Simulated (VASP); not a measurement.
**TiB2: single point with PBEsol**

The system is TiB2.

```
Ti B
1.0
     3.08861    0.00000    0.00000
    -1.54430    2.67481    0.00000
     0.00000    0.00000    3.29172
Ti B
1 2
Cartesian
  0.0000 0.0000 0.0000
  0.0000 1.7832 1.6459
  1.5443 0.8916 1.6459
```

```yaml
Program: VASP 6.6.1
Task: single point
Functional: PBEsol
Potentials_or_basis: VASP PAW PBE potentials, release 64 (Ti_sv, B)
Cutoff: 520 eV
k_mesh: 15 × 15 × 13
Occupations: fermi-dirac, width 0.08 eV
Spin: no spin polarisation
```

The pressure is -17.7 GPa and the band gap on the k mesh is zero (bands 9 and 10 overlap by 0.43 eV).

Stress tensor (GPa, compression positive):
```
-17.75   0.00   0.00
  0.00 -17.75   0.00
  0.00   0.00 -17.45
```

Levels at points of the mesh, in eV from the Fermi level:
| k point | band 5 | band 6 | band 7 | band 8 | band 9 | band 10 | band 11 | band 12 | band 13 | band 14 |
| --- | --- | --- | --- | --- | --- | --- | --- | --- | --- | --- |
| (0.00, 0.00, 0.00) | -13.15 | -2.48 | -2.48 | -2.28 | -2.02 | 1.72 | 1.72 | 3.41 | 3.41 | 5.51 |

Run time: 28 s on 1 thread of Intel(R) Xeon(R) 6975P-C (Granite Rapids), with other jobs on the host, peak memory 0.2 GiB.

Caveat: the cell stands under tension; the PAW data sets were made with another functional, which shifts forces and pressure a little.
